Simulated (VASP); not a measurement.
# Se (P6/mmm) in VASP: further runs, part 2 of 2

VASP 6.6.1. Earlier steps stand in the parts before.

**3. Relaxation of cell and atoms, PBEsol**

This run uses another cell than the first one, of 20.52 Å³/atom, 0.978 times its volume.

Input file INCAR:

```
SYSTEM = Se
ALGO = Normal
EDIFF = 1E-6
EDIFFG = -0.01
ENCUT = 600
GGA = PS
IBRION = 2
ISIF = 3
ISMEAR = 0
LASPH = .True.
LCHARG = .False.
LREAL = .False.
LWAVE = .False.
NELM = 80
NSW = 100
PREC = Accurate
SIGMA = 0.1
```

Input file KPOINTS:

```
k-points
0
Gamma
  21 21 20
  0 0 0
```

Input file POSCAR:

```
Se
1.0
    2.9500939775      0.0000000000      0.0000000000
   -1.4750469888      2.5548563281      0.0000000000
    0.0000000000      0.0000000000      2.7219101699
Se
1
Direct
    0.0000000000      0.0000000000      0.0000000000
```

Potentials or basis: VASP PAW PBE potentials, release 64 (Se).

Command:

```
cat potpaw_PBE.64/Se/POTCAR > POTCAR
mpirun -np 1 vasp_std > vasp.out
```

OUTCAR:

```text
SYSTEM = Se
   EDIFF = 1E-6
   EDIFFG = -0.01
   ENCUT = 600
   GGA = PS
   IBRION = 2
   ISIF = 3
   ISMEAR = 0
   LASPH = .True.
   LREAL = .False.
   NELM = 80
   NSW = 100
   PREC = Accurate

 ion  position               nearest neighbor table
   1  0.000  0.000  0.000-

  LATTYP: Found a hexagonal cell.
 ALAT       =     2.9500939775
 C/A-ratio  =     0.9226520208

  Lattice vectors:

 A1 = (   2.9500939775,   0.0000000000,   0.0000000000)
 A2 = (  -1.4750469888,   2.5548563281,   0.0000000000)
 A3 = (   0.0000000000,   0.0000000000,   2.7219101699)

Analysis of symmetry for initial positions (statically):
=====================================================================
 Subroutine PRICEL returns:
 Original cell was already a primitive cell.

 Routine SETGRP: Setting up the symmetry group for a
 hexagonal supercell.

 Subroutine GETGRP returns: Found 24 space group operations
 (whereof 24 operations were pure point group operations)
 out of a pool of 24 trial point group operations.

The static configuration has the point symmetry D_6h.

Analysis of symmetry for dynamics (positions and initial velocities):
=====================================================================
 Subroutine PRICEL returns:
 Original cell was already a primitive cell.

 Routine SETGRP: Setting up the symmetry group for a
 hexagonal supercell.

 Subroutine GETGRP returns: Found 24 space group operations
 (whereof 24 operations were pure point group operations)
 out of a pool of 24 trial point group operations.

The dynamic configuration has the point symmetry D_6h.

 Subroutine INISYM returns: Found 24 space group operations
 (whereof 24 operations are pure point group operations),
 and found     1 'primitive' translations

----------------------------------------------------------------------------------------

                                     Primitive cell
[... 130 lines left out ...]

 number of electron       5.9999999 magnetization

 Free energy of the ion-electron system (eV)
  ---------------------------------------------------
  ext. energy  EPLUGINS =         0.00000000
  ---------------------------------------------------
  free energy    TOTEN  =        -3.53193738 eV

  energy without entropy =       -3.52861815  energy(sigma->0) =       -3.53027777

------------------------ aborting loop because EDIFF is reached ----------------------------------------

  FORCE on cell =-STRESS in cart. coord.  units (eV):
  Direction    XX          YY          ZZ          XY          YZ          ZX
  --------------------------------------------------------------------------------------
  -------------------------------------------------------------------------------------
  Total        0.2454848      0.2454848     -0.1924539     -0.0000000     -0.0000000      0.0000000
  in kB       19.1716326     19.1716326    -15.0300757     -0.0000000     -0.0000000      0.0000000
  external PRESSURE =       7.7710631 kB  Pullay stress =       0.0000000 kB
[... 86 lines left out ...]
  FREE ENERGIE OF THE ION-ELECTRON SYSTEM (eV)
  ---------------------------------------------------
  free  energy   TOTEN  =        -3.5406813347 eV

  energy  without entropy=       -3.5368931733  energy(sigma->0) =       -3.53878725

 E-fermi :   4.6815     XC(G=0): -10.3292

 val. band max:        4.6680840778   @ k =   0.3333   0.0476   0.2000
 cond. band min:       4.6846397848   @ k =   0.1905   0.0952   0.1500
 fundamental gap:      0.0165557069
 Fermi energy:         4.6815077601

 k-point     1 :       0.0000    0.0000    0.0000
  band No.  band energies     occupation
      1     -11.2964      2.00000
      2       5.9329      0.00000
      3       5.9329      0.00000
      4       8.4938      0.00000
      5      12.1080      0.00000
      6      14.9794      0.00000
      7      15.6769      0.00000
[... 221 lines left out ...]
 k-point    24 :       0.1905    0.0952    0.0000
  band No.  band energies     occupation
      1     -10.3993      2.00000
      2       1.6267      2.00000
      3       4.3184      2.00000
      4       9.1254      0.00000
      5      12.8773      0.00000
      6      15.5785      0.00000
      7      16.3829      0.00000

 [... further k-points ...]

[... ionic steps 4 to 10 ...]

--------------------------------------- Ionic step       11  -------------------------------------------

 number of electron       6.0000001 magnetization

------------------------ aborting loop because EDIFF is reached ----------------------------------------
[... 65 lines left out ...]
--------------------------------------- Ionic step       13  -------------------------------------------

 number of electron       6.0000001 magnetization

 Free energy of the ion-electron system (eV)
  ---------------------------------------------------
  ext. energy  EPLUGINS =         0.00000000
  ---------------------------------------------------
  free energy    TOTEN  =        -3.54623290 eV

  energy without entropy =       -3.54313799  energy(sigma->0) =       -3.54468544

 E-fermi :   5.1121     XC(G=0): -10.4816

 val. band max:        5.1070564327   @ k =   0.0952   0.0476   0.1500
 cond. band min:       5.1190207137   @ k =   0.2857   0.0000   0.0500
 fundamental gap:      0.0119642810
 Fermi energy:         5.1121188562

 k-point     1 :       0.0000    0.0000    0.0000
  band No.  band energies     occupation
      1     -11.1672      2.00000
      2       6.5234      0.00000
      3       6.5234      0.00000
      4       8.8335      0.00000
      5      12.7310      0.00000
      6      15.3478      0.00000
      7      16.1941      0.00000
[... 258 lines left out ...]
  FREE ENERGIE OF THE ION-ELECTRON SYSTEM (eV)
  ---------------------------------------------------
  free  energy   TOTEN  =        -3.5462328980 eV

  energy  without entropy=       -3.5431379905  energy(sigma->0) =       -3.54468544

 reached required accuracy - stopping structural energy minimisation
```

Run time: 5.7 min. Hardware: 1 thread of Oxide Virtual Turin-like, shared host; peak memory 0.19 GiB.

What came out:

```
Free energy                            : -3.5462 eV
Relaxed volume                         : 21.00 Å³/atom
Relaxed cell                           : a = 3.050 Å, b = 3.050 Å, c = 2.606 Å, α = 90.00°, β = 90.00°, γ = 120.00°
Space group after relaxing (to 0.05 Å) : P6/mmm (No. 191)
Energy gained by relaxing              : 14.3 meV/atom
Ionic steps                            : 13
Pressure after relaxing                : 0.0 GPa
Band gap on the k mesh                 : zero (band 3 reaches 8.66 eV, above the bottom of band 4 at 2.03 eV)
```

The path:
```csv
step,energy change (eV),largest force (eV/Å),pressure (GPa),volume (Å³)
1,0.0000,0.0000,0.78,20.52
2,-0.0055,0.0000,-0.30,20.81
3,-0.0087,0.0000,-1.19,21.11
4,-0.0091,0.0000,-2.23,21.71
5,-0.0102,0.0000,-1.65,21.33
6,-0.0138,0.0000,-0.76,21.19
7,-0.0140,0.0000,-0.50,21.15
8,-0.0140,0.0000,-0.47,21.15
9,-0.0142,0.0000,-0.27,21.08
10,-0.0143,0.0000,-0.10,21.02
11,-0.0143,0.0000,-0.12,21.02
12,-0.0143,0.0000,-0.09,21.01
13,-0.0143,0.0000,-0.01,21.00
```

Final structure:
```xyz
1
Lattice="3.0504 0.0000 0.0000 -1.5252 2.6417 0.0000 0.0000 0.0000 2.6056" Properties=species:S:1:pos:R:3 pbc="T T T"
Se    0.0000    0.0000    0.0000
```

Caveat: the PAW data sets were made with another functional, which shifts forces and pressure a little.
